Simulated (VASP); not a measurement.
Crystal: Ir.

```xyz
8
Lattice="4.9095 0.0000 0.0000 0.0000 4.9095 0.0000 0.0000 0.0000 4.9095" Properties=species:S:1:pos:R:3 pbc="T T T"
Ir    2.4547    2.4547    2.4547
Ir    0.0000    0.0000    0.0000
Ir    1.2274    0.0000    2.4547
Ir    2.4547    1.2274    0.0000
Ir    2.4547    3.6821    0.0000
Ir    3.6821    0.0000    2.4547
Ir    0.0000    2.4547    3.6821
Ir    0.0000    2.4547    1.2274
```

Base run:

| Quantity | Value |
| --- | --- |
| Program | VASP 6.6.1 |
| Functional | r2SCAN |
| Potentials or basis | VASP PAW PBE potentials, release 64 (Ir_sv_GW) |
| Cutoff | 550 eV |
| k mesh | 4 × 4 × 4 |
| Occupations | gaussian, width 0.1 eV |
| Spin | no spin polarisation |

Its results: band gap on the k mesh zero (band 68 reaches 12.28 eV, above the bottom of band 69 at 11.75 eV); pressure -1.9 GPa.

**Question.** The run is repeated on the same cell with these changes: potentials or basis from VASP PAW PBE potentials, release 64 (Ir_sv_GW) to VASP PAW PBE potentials, release 64 (Ir); cutoff from 550 eV to 520 eV; further incar settings from ALGO = Normal; EDIFF = 1e-06; NBANDS = 78 to ALGO = Normal; EDIFF = 1e-06; NBANDS = 46; valence electrons from 136 to 72. What comes out?

**Answer.** Band gap on the k mesh zero (band 36 reaches 9.89 eV, above the bottom of band 37 at 9.35 eV); pressure 2.4 GPa.

Caveats: the PAW data sets were made with another functional, which shifts forces and pressure a little; spin-orbit coupling is left out, which moves the levels of the heavy elements.
